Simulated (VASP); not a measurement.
Write the native input for VASP 6.6.1 that does the following.

```
Task                   : single point
Functional             : PBEsol
Potentials or basis    : VASP PAW PBE potentials, release 64 (Ir)
Cutoff                 : 520 eV
k mesh                 : 18 × 18 × 12
Occupations            : gaussian, width 0.15 eV
Spin                   : no spin polarisation
Dipole correction      : no
Further INCAR settings : ALGO = Fast; EDIFF = 1e-07; NBANDS = 16
```

The structure of Ir lies in POSCAR:

```
Ir
1.0
    2.7513778946      0.0000000000      0.0000000000
   -1.3756889473      2.3827631521      0.0000000000
    0.0000000000      0.0000000000      4.4622900000
Ir
2
Direct
    0.5722384816      0.1444769631      0.7500000000
    0.3333333333      0.6666666667      0.2500000000
```

This cell differs from its parent crystal: atom 1 (Ir) moved by (+0.000, -0.450) A along x and y.

The input as run:

INCAR

```
SYSTEM = Ir
  PREC = Accurate
  ENCUT = 520
  EDIFF = 1E-7
  ISMEAR = 0
  SIGMA = 0.15
  LREAL = .False.
  LASPH = .True.
  NELM = 80
  ALGO = Fast
  ISIF = 2
  LWAVE = .False.
  LCHARG = .False.
  GGA = PS
  NBANDS = 16
```

KPOINTS

```
regular mesh
0
Gamma
  18 18 12
  0 0 0
```

Potentials or basis: VASP PAW PBE potentials, release 64 (Ir).

Run with:

```bash
$ cat potpaw_PBE.64/Ir/POTCAR > POTCAR
$ mpirun -np 1 vasp_std > vasp.out
```

It gave:

```
Pressure               : -2.7 GPa
Largest force          : 1.732 eV/Å
Band gap on the k mesh : zero (bands 9 and 10 overlap by 3.62 eV)
```

Caveat: the cell differs from its parent crystal (atom 1 (Ir) moved by (+0.000, -0.450) A along x and y); the PAW data sets were made with another functional, which shifts forces and pressure a little; spin-orbit coupling is left out, which moves the levels of the heavy elements.

Wall time 2.6 min on 1 thread of Intel(R) Xeon(R) 6975P-C (Granite Rapids), with other jobs on the host, peak memory 0.35 GiB.
